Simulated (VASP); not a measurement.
# GdN (P6_3/mmc) in VASP: single point with PBE

Aim: the single point of GdN with PBE.

Everything below comes from runs of VASP 6.6.1. Logs are shortened: lines on timing, memory, paths and dates and some standing lists are left out, and cuts for length are marked.

### Step 1. The cell of the first run

The structure is hexagonal, space group P6_3/mmc (No. 194). Conventional cell: a = 3.463 Å, b = 3.463 Å, c = 6.078 Å, α = 90.00°, β = 90.00°, γ = 120.00°. Within 3.3 Å of Gd (site symmetry -3m) lie 6 N at 2.51 Å and 2 Gd at 3.04 Å. Within 3.3 Å of N (site symmetry -6m2) lie 6 Gd at 2.51 Å.

### Step 2. Single point, PBE, collinear spin, antiferromagnetic start

INCAR reads:

```
SYSTEM = GdN
ALGO     = Normal         ! electronic algorithm
EDIFF    = 1E-6           ! SCF threshold, eV
ENCUT    = 520            ! plane-wave cutoff, eV
GGA      = PE             ! functional
ISIF     = 2              ! what is computed and relaxed
ISMEAR   = 0              ! smearing method
ISPIN    = 2              ! spin polarisation
KPAR     = 4            
LASPH    = .TRUE.         ! aspherical terms in the spheres
LCHARG   = .FALSE.        ! write CHGCAR
LMAXMIX  = 6              ! l up to which the mixer works
LORBIT   = 11             ! projections on sites
LREAL    = .FALSE.        ! projectors in reciprocal space
LWAVE    = .FALSE.        ! write WAVECAR
MAGMOM   = 7 7 -7 -7 0 0 0 0 ! initial moments
NBANDS   = 60             ! bands
NELM     = 150            ! most SCF steps
PREC     = Accurate       ! precision mode
SIGMA    = 0.05           ! smearing width, eV
```

KPOINTS reads:

```
k-points
0
G
  10 10 4
  0 0 0
```

POSCAR reads:

```
GdN
1.0
    3.4630006000      0.0000000000      0.0000000000
   -1.7315003000      2.9990464929      0.0000000000
    0.0000000000      0.0000000000     12.1556241758
Gd N
4 4
Direct
    0.0000000000      0.0000000000      0.0000000000
    0.0000000000      0.0000000000      0.2500000000
    0.0000000000      0.0000000000      0.5000000000
    0.0000000000      0.0000000000      0.7500000000
    0.3333333333      0.6666666667      0.1250000000
    0.6666666667      0.3333333333      0.3750000000
    0.3333333333      0.6666666667      0.6250000000
    0.6666666667      0.3333333333      0.8750000000
```

Potentials or basis: VASP PAW PBE potentials, release 64 (Gd, N).

The run is started by

```bash
$ cat potpaw_PBE.64/Gd/POTCAR potpaw_PBE.64/N/POTCAR > POTCAR
$ mpirun -np 4 vasp_std > vasp.out
```

OUTCAR:

```text
SYSTEM = GdN
   EDIFF = 1E-6
   ENCUT = 520
   GGA = PE
   ISIF = 2
   ISMEAR = 0
   ISPIN = 2
   LASPH = .TRUE.
   LORBIT = 11
   LREAL = .FALSE.
   NELM = 150
   PREC = Accurate

 ion  position               nearest neighbor table
   1  0.000  0.000  0.000-   5 2.51   8 2.51   5 2.51   8 2.51   8 2.51   5 2.51   2 3.04   4 3.04

   2  0.000  0.000  0.250-   5 2.51   6 2.51   5 2.51   6 2.51   6 2.51   5 2.51   1 3.04   3 3.04

   3  0.000  0.000  0.500-   6 2.51   7 2.51   7 2.51   6 2.51   6 2.51   7 2.51   2 3.04   4 3.04
[... 14 lines left out ...]
 A1 = (   3.4630006000,   0.0000000000,   0.0000000000)
 A2 = (  -1.7315003000,   2.9990464929,   0.0000000000)
 A3 = (   0.0000000000,   0.0000000000,  12.1556241758)

Analysis of symmetry for initial positions (statically):
=====================================================================
 Subroutine PRICEL returns following result:

  LATTYP: Found a hexagonal cell.
 ALAT       =     3.4630006000
 C/A-ratio  =     1.7550710467
[... 12 lines left out ...]
 Subroutine GETGRP returns: Found 24 space group operations
 (whereof 12 operations were pure point group operations)
 out of a pool of 24 trial point group operations.

The static configuration has the point symmetry D_3d.
 The point group associated with its full space group is D_6h.

Analysis of symmetry for dynamics (positions and initial velocities):
=====================================================================
 Subroutine PRICEL returns following result:

  LATTYP: Found a hexagonal cell.
 ALAT       =     3.4630006000
 C/A-ratio  =     1.7550710467
[... 12 lines left out ...]
 Subroutine GETGRP returns: Found 24 space group operations
 (whereof 12 operations were pure point group operations)
 out of a pool of 24 trial point group operations.

The dynamic configuration has the point symmetry D_3d.
 The point group associated with its full space group is D_6h.

Analysis of structural, dynamic, and magnetic symmetry:
=====================================================================
 Subroutine PRICEL returns following result:

  LATTYP: Found a hexagonal cell.
 ALAT       =     3.4630006000
 C/A-ratio  =     1.7550710467
[... 12 lines left out ...]
 Subroutine GETGRP returns: Found 12 space group operations
 (whereof  6 operations were pure point group operations)
 out of a pool of 24 trial point group operations.

The overall configuration has the point symmetry C_3v.
 The point group associated with its full space group is D_3h.

 Subroutine INISYM returns: Found 12 space group operations
 (whereof  6 operations are pure point group operations),
 and found     2 'primitive' translations

----------------------------------------------------------------------------------------

                                     Primitive cell

  volume of cell :      63.1223

  direct lattice vectors                    reciprocal lattice vectors
     3.463000600  0.000000000  0.000000000     0.288766915  0.166719656  0.000000000
    -1.731500300  2.999046493  0.000000000     0.000000000  0.333439312  0.000000000
     0.000000000  0.000000000  6.077812088     0.000000000  0.000000000  0.164532892

  length of vectors
     3.463000600  3.463000600  6.077812088     0.333439312  0.333439312  0.164532892

  position of ions in fractional coordinates (direct lattice)
     0.000000000  0.000000000  0.000000000
     0.000000000  0.000000000  0.500000000
     0.333333333  0.666666667  0.250000000
     0.666666667  0.333333333  0.750000000

  ion indices of the primitive-cell ions
   primitive index   ion index
                 1           1
                 2           2
                 3           5
                 4           8

----------------------------------------------------------------------------------------

 KPOINTS: k-points

Automatic generation of k-mesh.
 Grid dimensions read from file:
 generate k-points for:   10   10    4

 Generating k-lattice:

  Cartesian coordinates                     Fractional coordinates (reciprocal lattice)
     0.028876692  0.016671966  0.000000000     0.100000000  0.000000000  0.000000000
     0.000000000  0.033343931  0.000000000     0.000000000  0.100000000  0.000000000
     0.000000000  0.000000000  0.020566612     0.000000000  0.000000000  0.250000000
[... 49 lines left out ...]
   ISTART =      0    job   : 0-new  1-cont  2-samecut
   ICHARG =      2    charge: 1-file 2-atom 10-const
   ISPIN  =      2    spin polarized calculation?
   LNONCOLLINEAR =      F non collinear calculations
   LSORBIT =      F    spin-orbit coupling
   LASPH  =      T    aspherical Exc in radial PAW
   ENCUT  =  520.0 eV  38.22 Ry    6.18 a.u.   6.44  6.44 22.60*2*pi/ulx,y,z
   NELM   =    150;   NELMIN=  2; NELMDL= -5     # of ELM steps
   EDIFF  = 0.1E-05   stopping-criterion for ELM
   LREAL  =      F    real-space projection
   EDIFFG = 0.1E-04   stopping-criterion for IOM
   NSW    =      0    number of steps for IOM
   IBRION =     -1    ionic relax: 0-MD 1-quasi-New 2-CG
   NFREE  =      0    steps in history (QN), initial steepest desc. (CG)
   ISIF   =      2    stress and relaxation
   ISYM   =      2    0-nonsym 1-usesym 2-fastsym
   POTIM  = 0.5000    time-step for ionic-motion
   TEBEG  =    0.0;   TEEND  =   0.0 temperature during run
   PSTRESS=    0.0 pullay stress
   NELECT =      92.0000    total number of electrons
   NUPDOWN=      -1.0000    fix difference up-down
   EMIN   =  10.00;   EMAX   =-10.00  energy-range for DOS
   EFERMI =   0.00;   METHOD = LEGACY
   ISMEAR =     0;   SIGMA  =   0.05  broadening in eV -4-tet -1-fermi 0-gaus
   EFERMI_NEDOS =   21; number of points for ismear=-14 and -15
   IALGO  =     38    algorithm
   IMIX   =      4    mixing-type and parameters
     AMIX     =   0.40;   BMIX     =  1.00
     AMIX_MAG =   1.60;   BMIX_MAG =  1.00
  volume/ion in A,a.u.               =      15.78       106.49
  Fermi-wavevector in a.u.,A,eV,Ry     =   1.473216  2.783975 29.529614  2.170365
  Thomas-Fermi vector in A             =   2.588136
   LORBIT       =     11    0 simple, 1 ext, 2 COOP (PROOUT), +10 PAW based schemes
   GGA     = PE    functional components
   LHFCALC =     F    Hartree Fock is set to
   AEXX    =    0.0000 exact exchange contribution
   IVDW    =     0    specifies the selected vdW correction
   LEPSILON=     F    determine dielectric tensor
   LRPA    =     F    only Hartree local field effects (RPA)
 spin polarized calculation
 Gauss-broadening in eV      SIGMA  =   0.05
  energy-cutoff  :      520.00
  volume of cell :      126.24
 maximum number of plane-waves:      3441
 NGX is ok and might be reduce to    28
   NGX = 13   NGY = 13   NGZ = 45

 number of electron      91.9999988 magnetization      -0.0000000

 number of electron      91.9999988 magnetization       0.0000000

 Free energy of the ion-electron system (eV)
  ---------------------------------------------------
  ext. energy  EPLUGINS =         0.00000000
  ---------------------------------------------------
  free energy    TOTEN  =       -90.21387463 eV

  energy without entropy =      -90.21387460  energy(sigma->0) =      -90.21387462

 E-fermi :   3.8464     XC(G=0): -11.4438

 val. band max:        3.6949240859   @ k =   0.0000   0.0000   0.0000
 cond. band min:       3.9924074055   @ k =   0.0000   0.0000   0.0000
 fundamental gap:      0.2974833196
 Fermi energy:         3.8464372977

 spin component 1

 k-point     1 :       0.0000    0.0000    0.0000
  band No.  band energies     occupation
      1     -40.2155      1.00000
      2     -40.1332      1.00000
      3     -37.1276      1.00000
      4     -37.0279      1.00000
      5     -18.4521      1.00000
      6     -17.5732      1.00000
[... 1453 lines left out ...]
     57       5.8053      0.00000
     58       5.8274      0.00000

 [... further k-points ...]

 spin component 2

 k-point     1 :       0.0000    0.0000    0.0000
  band No.  band energies     occupation
      1     -40.2155      1.00000
      2     -40.1332      1.00000
      3     -37.1276      1.00000
      4     -37.0279      1.00000
      5     -18.4521      1.00000
      6     -17.5732      1.00000
[... 1453 lines left out ...]
     57       5.8053      0.00000
     58       5.8274      0.00000

 [... further k-points ...]

 [bands above 58 left out]

------------------------ aborting loop because EDIFF is reached ----------------------------------------

  FORCE on cell =-STRESS in cart. coord.  units (eV):
  Direction    XX          YY          ZZ          XY          YZ          ZX
  --------------------------------------------------------------------------------------
  -------------------------------------------------------------------------------------
  Total        0.0884255      0.0884255      0.4067378      0.0000000     -0.0000000     -0.0000000
  in kB        1.1222121      1.1222121      5.1619302      0.0000000     -0.0000000     -0.0000000
  external PRESSURE =       2.4687848 kB  Pullay stress =       0.0000000 kB

 VOLUME and BASIS-vectors are now :
 -----------------------------------------------------------------------------
  energy-cutoff  :      520.00
  volume of cell :      126.24
      direct lattice vectors                 reciprocal lattice vectors
     3.463000600  0.000000000  0.000000000     0.288766915  0.166719656  0.000000000
    -1.731500300  2.999046493  0.000000000     0.000000000  0.333439312  0.000000000
     0.000000000  0.000000000 12.155624176     0.000000000  0.000000000  0.082266446

 POSITION                                       TOTAL-FORCE (eV/Angst)
 -----------------------------------------------------------------------------------
      0.00000      0.00000      0.00000        -0.000000      0.000000     -0.002082
      0.00000      0.00000      3.03891        -0.000000      0.000000      0.002082
      0.00000      0.00000      6.07781        -0.000000      0.000000     -0.002082
      0.00000      0.00000      9.11672        -0.000000      0.000000      0.002082
     -0.00000      1.99936      1.51945         0.000000     -0.000000     -0.000000
      1.73150      0.99968      4.55836        -0.000000      0.000000      0.000000
     -0.00000      1.99936      7.59727         0.000000     -0.000000      0.000000
      1.73150      0.99968     10.63617        -0.000000     -0.000000     -0.000000
 -----------------------------------------------------------------------------------
    total drift:                                0.000000     -0.000000     -0.000000

  FREE ENERGIE OF THE ION-ELECTRON SYSTEM (eV)
  ---------------------------------------------------
  free  energy   TOTEN  =       -90.2138746315 eV

  energy  without entropy=      -90.2138746030  energy(sigma->0) =      -90.21387462

 total charge

# of ion       s       p       d       f       tot
--------------------------------------------------
    1        2.040   5.653   0.521   7.028  15.243
    2        2.040   5.653   0.521   7.028  15.243
    3        2.040   5.653   0.521   7.028  15.243
    4        2.040   5.653   0.521   7.028  15.243
    5        1.247   2.381   0.000   0.000   3.628
    6        1.247   2.381   0.000   0.000   3.628
    7        1.247   2.381   0.000   0.000   3.628
    8        1.247   2.381   0.000   0.000   3.628
--------------------------------------------------
tot         13.149  32.138   2.082  28.113  75.482

 magnetization (x)

# of ion       s       p       d       f       tot
--------------------------------------------------
    1       -0.003  -0.076   0.067   6.785   6.773
    2       -0.003  -0.076   0.067   6.785   6.773
    3        0.003   0.076  -0.067  -6.785  -6.773
    4        0.003   0.076  -0.067  -6.785  -6.773
    5       -0.004  -0.037   0.000   0.000  -0.041
    6        0.000   0.000   0.000   0.000   0.000
    7        0.004   0.037   0.000   0.000   0.041
    8        0.000   0.000   0.000   0.000   0.000
--------------------------------------------------
tot          0.000   0.000   0.000   0.000   0.000
```

Wall time 51 min (4 MPI ranks of AMD EPYC 7R43 (Zen 3), shared host); peak memory 0.58 GiB.

What came out:

```
Free energy                                           : -90.2139 eV
Pressure                                              : 0.2 GPa
Band gap on the k mesh                                : 0.30 eV
Net moment                                            : 0.00 μB per cell
Site moments                                          : Gd +6.77, -6.77 (each value once); N -0.04, +0.00, +0.04 (each value once) μB
Valence electrons inside the program's atomic spheres : Gd 15.24; N 3.63
```

Forces on the atoms (eV/Å):
```
Gd   0.000  0.000 -0.002
Gd   0.000  0.000  0.002
Gd   0.000  0.000 -0.002
Gd   0.000  0.000  0.002
N    0.000  0.000  0.000
N    0.000  0.000  0.000
N    0.000  0.000  0.000
N    0.000  0.000  0.000
```

Levels at points of the mesh, in eV from the valence-band top:
Spin up:
```tsv
k point	band 42	band 43	band 44	band 45	band 46	band 47	band 48	band 49	band 50	band 51
(0.00, 0.00, 0.00)	-1.15	-1.15	-0.29	0.00	0.00	0.30	1.66	1.77	1.81	1.91
(0.50, 0.00, 0.00)	-1.29	-1.25	-1.06	-0.56	-0.21	0.45	1.78	1.82	1.86	1.87
(0.00, 0.00, 0.50)	-0.89	-0.72	-0.72	-0.14	-0.14	0.77	1.54	1.68	1.82	1.91
(0.50, 0.00, 0.50)	-1.40	-0.99	-0.82	-0.73	-0.36	0.77	1.37	1.82	1.86	1.88
```
Spin down:
```tsv
k point	band 44	band 45	band 46	band 47	band 48	band 49
(0.00, 0.00, 0.00)	-0.29	0.00	0.00	0.30	1.66	1.77
(0.50, 0.00, 0.00)	-1.06	-0.56	-0.21	0.45	1.78	1.82
(0.00, 0.00, 0.50)	-0.72	-0.14	-0.14	0.77	1.54	1.68
(0.50, 0.00, 0.50)	-0.82	-0.73	-0.36	0.77	1.37	1.82
```

Caveat: the antiferromagnetic order is the one typed at the start, and another may lie lower; spin-orbit coupling is left out, which moves the levels of the heavy elements; semilocal functionals describe open f shells poorly, which spoils levels, moments and volumes. The state reached can hang on the start; a lower one may exist.
